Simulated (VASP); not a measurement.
## Ag: single point with PBEsol

Crystal: Ag.

```
CELL_PARAMETERS angstrom
0.00000 2.01611 2.01611
2.01611 0.00000 2.01611
2.01611 2.01611 0.00000
ATOMIC_POSITIONS crystal
Ag 0.00000 0.00000 0.00000
```

```yaml
Program: VASP 6.6.1
Task: single point
Functional: PBEsol
Potentials_or_basis: VASP PAW PBE potentials, release 64 (Ag)
Cutoff: 520 eV
k_mesh: 24 × 24 × 24
Occupations: fermi-dirac, width 0.1 eV
Spin: no spin polarisation
```

```yaml
Pressure: 1.7 GPa
```

Levels at points of the mesh, in eV from the Fermi level:
```tsv
k point	band 3	band 4	band 5	band 6	band 7	band 8	band 9	band 10
(0.00, 0.00, 0.00)	-4.94	-4.94	-3.82	-3.82	16.04	19.85	19.85	19.85
(0.50, 0.00, 0.00)	-4.97	-2.96	-2.96	-0.59	3.79	15.28	18.20	18.20
(0.50, 0.50, 0.00)	-2.99	-2.74	-2.74	1.48	7.01	10.78	10.78	17.62
```

Run time: 61 s on 1 thread of AMD EPYC 7R43 64-Core Processor (Zen 3), with other jobs on the host, peak memory 0.17 GiB.

Caveat: the PAW data sets were made with another functional, which shifts forces and pressure a little.
